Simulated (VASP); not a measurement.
# SnTe2 (R-3m) in VASP: a series of runs, part 2 of 2

VASP 6.6.1. Earlier steps stand in the parts before.

### 3 Single point, PBE

File INCAR:

```
SYSTEM = SnTe2
ALGO = Normal
EDIFF = 1E-6
ENCUT = 500
GGA = PE
GGA_COMPAT = .False.
ISIF = 2
ISMEAR = 0
LASPH = .True.
LCHARG = .False.
LREAL = .False.
LWAVE = .False.
NBANDS = 20
NELM = 120
PREC = Accurate
SIGMA = 0.5
```

File KPOINTS:

```
k-points
0
Gamma
  6 6 6
  0 0 0
```

File POSCAR:

```
SnTe2
1.0
    2.0883103927      1.2056865674      6.2909642825
   -2.0883103927      1.2056865674      6.2909642825
    0.0000000000     -2.4113731348      6.2909642825
Sn Te
1 2
Direct
    0.0000000000      0.0000000000      0.0000000000
    0.2413664390      0.2413664390      0.2413664390
    0.7586335610      0.7586335610      0.7586335610
```

Potentials or basis: VASP PAW PBE potentials, release 64 (Sn_d, Te).

On the command line:

```bash
$ cat potpaw_PBE.64/Sn_d/POTCAR potpaw_PBE.64/Te/POTCAR > POTCAR
$ mpirun -np 1 vasp_std > vasp.out
```

OUTCAR:

```text
SYSTEM = SnTe2
   EDIFF = 1E-6
   ENCUT = 500
   GGA = PE
   ISIF = 2
   ISMEAR = 0
   LASPH = .True.
   LREAL = .False.
   NELM = 120
   PREC = Accurate

 ion  position               nearest neighbor table
   1  0.000  0.000  0.000-   3 2.97   3 2.97   2 2.97   2 2.97   3 2.97   2 2.97
   2  0.241  0.241  0.241-   1 2.97   1 2.97   1 2.97
   3  0.759  0.759  0.759-   1 2.97   1 2.97   1 2.97

  LATTYP: Found a trigonal (rhomboedric) cell.
 ALAT       =     6.7372807570
 COS(alpha) =     0.8078453919

  Lattice vectors:

 A1 = (   2.0883103927,   1.2056865674,   6.2909642825)
 A2 = (  -2.0883103927,   1.2056865674,   6.2909642825)
 A3 = (   0.0000000000,  -2.4113731348,   6.2909642825)

Analysis of symmetry for initial positions (statically):
=====================================================================
 Subroutine PRICEL returns:
 Original cell was already a primitive cell.

 Routine SETGRP: Setting up the symmetry group for a
 trigonal (rhombohedral) supercell.

 Subroutine GETGRP returns: Found 12 space group operations
 (whereof 12 operations were pure point group operations)
 out of a pool of 12 trial point group operations.

The static configuration has the point symmetry D_3d.

Analysis of symmetry for dynamics (positions and initial velocities):
=====================================================================
 Subroutine PRICEL returns:
 Original cell was already a primitive cell.

 Routine SETGRP: Setting up the symmetry group for a
 trigonal (rhombohedral) supercell.

 Subroutine GETGRP returns: Found 12 space group operations
 (whereof 12 operations were pure point group operations)
 out of a pool of 12 trial point group operations.

The dynamic configuration has the point symmetry D_3d.

 Subroutine INISYM returns: Found 12 space group operations
 (whereof 12 operations are pure point group operations),
 and found     1 'primitive' translations

----------------------------------------------------------------------------------------

                                     Primitive cell

  volume of cell :      95.0381

  direct lattice vectors                    reciprocal lattice vectors
     2.088310393  1.205686567  6.290964283     0.239428009  0.138233826  0.052986048
    -2.088310393  1.205686567  6.290964283    -0.239428009  0.138233826  0.052986048
     0.000000000 -2.411373135  6.290964283     0.000000000 -0.276467651  0.052986048

  length of vectors
     6.737280757  6.737280757  6.737280757     0.281499349  0.281499349  0.281499349

  position of ions in fractional coordinates (direct lattice)
     0.000000000  0.000000000  0.000000000
     0.241366439  0.241366439  0.241366439
     0.758633561  0.758633561  0.758633561

  ion indices of the primitive-cell ions
   primitive index   ion index
                 1           1
                 2           2
                 3           3

----------------------------------------------------------------------------------------

 KPOINTS: k-points

Automatic generation of k-mesh.
 Grid dimensions read from file:
 generate k-points for:    6    6    6

 Generating k-lattice:

  Cartesian coordinates                     Fractional coordinates (reciprocal lattice)
     0.039904668  0.023038971  0.008831008     0.166666667  0.000000000  0.000000000
    -0.039904668  0.023038971  0.008831008     0.000000000  0.166666667  0.000000000
     0.000000000 -0.046077942  0.008831008     0.000000000  0.000000000  0.166666667

  Length of vectors
     0.046916558  0.046916558  0.046916558

  Shift w.r.t. Gamma in fractional coordinates (k-lattice)
     0.000000000  0.000000000  0.000000000

 Subroutine IBZKPT returns following result:
 ===========================================

 Found     32 irreducible k-points:

 Following reciprocal coordinates:
            Coordinates               Weight
  0.000000  0.000000  0.000000      1.000000
  0.166667 -0.000000  0.000000      6.000000
  0.333333 -0.000000  0.000000      6.000000
  0.500000  0.000000  0.000000      3.000000
  0.166667  0.166667  0.000000      6.000000
  0.333333  0.166667  0.000000     12.000000
[... 16 lines left out ...]
  0.500000  0.500000  0.166667      6.000000
 -0.333333  0.500000  0.166667     12.000000
 [... further k-points ...]
   k-points           NKPTS =     32   k-points in BZ     NKDIM =     32   number of bands    NBANDS=     20
   number of dos      NEDOS =    301   number of ions     NIONS =      3
   total plane-waves  NPLWV = 125000
   dimension x,y,z NGX =    50 NGY =   50 NGZ =   50
   dimension x,y,z NGXF=   100 NGYF=  100 NGZF=  100
   ions per type =               1   2
   NGX,Y,Z   is equivalent  to a cutoff of  12.34, 12.34, 12.34 a.u.
   NGXF,Y,Z  is equivalent  to a cutoff of  24.68, 24.68, 24.68 a.u.
 SYSTEM =  SnTe2
   PREC   = accura    normal or accurate (medium, high low for compatibility)
   ISTART =      0    job   : 0-new  1-cont  2-samecut
   ICHARG =      2    charge: 1-file 2-atom 10-const
   ISPIN  =      1    spin polarized calculation?
   LNONCOLLINEAR =      F non collinear calculations
   LSORBIT =      F    spin-orbit coupling
   LASPH  =      T    aspherical Exc in radial PAW
   ENCUT  =  500.0 eV  36.75 Ry    6.06 a.u.  12.28 12.28 12.28*2*pi/ulx,y,z
   NELM   =    120;   NELMIN=  2; NELMDL= -5     # of ELM steps
   EDIFF  = 0.1E-05   stopping-criterion for ELM
   LREAL  =      F    real-space projection
   EDIFFG = 0.1E-04   stopping-criterion for IOM
   NSW    =      0    number of steps for IOM
   IBRION =     -1    ionic relax: 0-MD 1-quasi-New 2-CG
   NFREE  =      0    steps in history (QN), initial steepest desc. (CG)
   ISIF   =      2    stress and relaxation
   ISYM   =      2    0-nonsym 1-usesym 2-fastsym
   POTIM  = 0.5000    time-step for ionic-motion
   TEBEG  =    0.0;   TEEND  =   0.0 temperature during run
   PSTRESS=    0.0 pullay stress
   NELECT =      26.0000    total number of electrons
   NUPDOWN=      -1.0000    fix difference up-down
   EMIN   =  10.00;   EMAX   =-10.00  energy-range for DOS
   EFERMI =   0.00;   METHOD = LEGACY
   ISMEAR =     0;   SIGMA  =   0.50  broadening in eV -4-tet -1-fermi 0-gaus
   EFERMI_NEDOS =   21; number of points for ismear=-14 and -15
   IALGO  =     38    algorithm
   IMIX   =      4    mixing-type and parameters
     AMIX     =   0.40;   BMIX     =  1.00
     AMIX_MAG =   1.60;   BMIX_MAG =  1.00
  volume/ion in A,a.u.               =      31.68       213.78
  Fermi-wavevector in a.u.,A,eV,Ry     =   1.062755  2.008316 15.367086  1.129449
  Thomas-Fermi vector in A             =   2.198217
   LORBIT       =      0    0 simple, 1 ext, 2 COOP (PROOUT), +10 PAW based schemes
   GGA     = PE    functional components
   LHFCALC =     F    Hartree Fock is set to
   AEXX    =    0.0000 exact exchange contribution
   IVDW    =     0    specifies the selected vdW correction
   LEPSILON=     F    determine dielectric tensor
   LRPA    =     F    only Hartree local field effects (RPA)
 non-spin polarized calculation
 Gauss-broadening in eV      SIGMA  =   0.50
  energy-cutoff  :      500.00
  volume of cell :       95.04
 maximum number of plane-waves:      2437
 NGX is ok and might be reduce to    50
   NGX = 25   NGY = 25   NGZ = 25

 number of electron      26.0000003 magnetization

 Free energy of the ion-electron system (eV)
  ---------------------------------------------------
  ext. energy  EPLUGINS =         0.00000000
  ---------------------------------------------------
  free energy    TOTEN  =       -10.48198279 eV

  energy without entropy =      -10.25315917  energy(sigma->0) =      -10.36757098

 E-fermi :   6.1376     XC(G=0):  -9.3845

 val. band max:        6.0778979006   @ k =   0.0000   0.0000   0.0000
 cond. band min:       6.1531395754   @ k =   0.5000   0.5000   0.0000
 fundamental gap:      0.0752416748
 Fermi energy:         6.1375554246

 k-point     1 :       0.0000    0.0000    0.0000
  band No.  band energies     occupation
      1     -15.3848      2.00000
      2     -15.3848      2.00000
      3     -15.3642      2.00000
      4     -15.3575      2.00000
      5     -15.3575      2.00000
      6      -6.4470      2.00000
[... 12 lines left out ...]
     19      12.5089      0.00000
[... 513 lines left out ...]
      4     -15.3528      2.00000
      5     -15.3480      2.00000
      6      -4.7324      2.00000
[... 12 lines left out ...]
     19      13.4064      0.00000
     20      14.6703      0.00000

 [... further k-points ...]

------------------------ aborting loop because EDIFF is reached ----------------------------------------

  FORCE on cell =-STRESS in cart. coord.  units (eV):
  Direction    XX          YY          ZZ          XY          YZ          ZX
  --------------------------------------------------------------------------------------
  -------------------------------------------------------------------------------------
  Total        1.2256174      1.2256174      1.6127151     -0.0000000     -0.0000000     -0.0000000
  in kB       20.6617713     20.6617713     27.1875645     -0.0000000     -0.0000000     -0.0000000
  external PRESSURE =      22.8370357 kB  Pullay stress =       0.0000000 kB

 VOLUME and BASIS-vectors are now :
 -----------------------------------------------------------------------------
  energy-cutoff  :      500.00
  volume of cell :       95.04
      direct lattice vectors                 reciprocal lattice vectors
     2.088310393  1.205686567  6.290964283     0.239428009  0.138233826  0.052986048
    -2.088310393  1.205686567  6.290964283    -0.239428009  0.138233826  0.052986048
     0.000000000 -2.411373135  6.290964283     0.000000000 -0.276467651  0.052986048

 POSITION                                       TOTAL-FORCE (eV/Angst)
 -----------------------------------------------------------------------------------
      0.00000      0.00000      0.00000         0.000000     -0.000000      0.000000
      0.00000      0.00000      4.55528         0.000000      0.000000     -0.432309
      0.00000      0.00000     14.31761         0.000000     -0.000000      0.432309
 -----------------------------------------------------------------------------------
    total drift:                                0.000000      0.000000      0.000000

  FREE ENERGIE OF THE ION-ELECTRON SYSTEM (eV)
  ---------------------------------------------------
  free  energy   TOTEN  =       -10.4819827902 eV

  energy  without entropy=      -10.2531591694  energy(sigma->0) =      -10.36757098
```

OSZICAR:

```text
N       E                     dE             d eps       ncg     rms          rms(c)
DAV:   1     0.179849930433E+03    0.17985E+03   -0.11189E+04  1284   0.132E+03
DAV:   2     0.858458722383E+01   -0.17127E+03   -0.16558E+03  1340   0.334E+02
DAV:   3    -0.980345416840E+01   -0.18388E+02   -0.17996E+02  1584   0.101E+02
DAV:   4    -0.104960593836E+02   -0.69261E+00   -0.69042E+00  1512   0.203E+01
DAV:   5    -0.105216557359E+02   -0.25596E-01   -0.25595E-01  1744   0.408E+00    0.708E+00
DAV:   6    -0.104844602940E+02    0.37195E-01   -0.93477E-02  1612   0.312E+00    0.455E+00
DAV:   7    -0.104829301228E+02    0.15302E-02   -0.55369E-02  1588   0.185E+00    0.347E-01
DAV:   8    -0.104818162683E+02    0.11139E-02   -0.64619E-03  1532   0.801E-01    0.237E-01
DAV:   9    -0.104819551739E+02   -0.13891E-03   -0.72792E-04  1448   0.179E-01    0.553E-02
DAV:  10    -0.104819714645E+02   -0.16291E-04   -0.44683E-05  1524   0.420E-02    0.238E-02
DAV:  11    -0.104819823399E+02   -0.10875E-04   -0.15050E-05  1424   0.242E-02    0.412E-03
DAV:  12    -0.104819827902E+02   -0.45036E-06   -0.40456E-07   980   0.498E-03
   1 F= -.10481983E+02 E0= -.10367571E+02  d E =-.228824E+00
```

stdout:

```text
POSCAR found type information on POSCAR SnTe
 POSCAR found :  2 types and       3 ions
 scaLAPACK will be used
 LDA part: xc-table for (Slater+PW92), standard interpolation
 POSCAR, INCAR and KPOINTS ok, starting setup
 FFT: planning ... GRIDC
 FFT: planning ... GRID_SOFT
 FFT: planning ... GRID
 WAVECAR not read
 entering main loop
```

Wall time 1.7 min (1 thread of Intel Xeon Platinum 8488C (Sapphire Rapids), shared host); peak memory 0.36 GiB.

Results:

```
Free energy            : -10.4820 eV
Pressure               : 2.3 GPa
Largest force          : 0.432 eV/Å
Band gap on the k mesh : zero (band 13 reaches 6.37 eV, above the bottom of band 14 at 5.62 eV)
```

Forces in eV/Å, atoms in the order of the input:
```
Sn   0.000  0.000  0.000
Te   0.000  0.000 -0.432
Te   0.000  0.000  0.432
```

Caveat: spin-orbit coupling is left out, which moves the levels of the heavy elements.
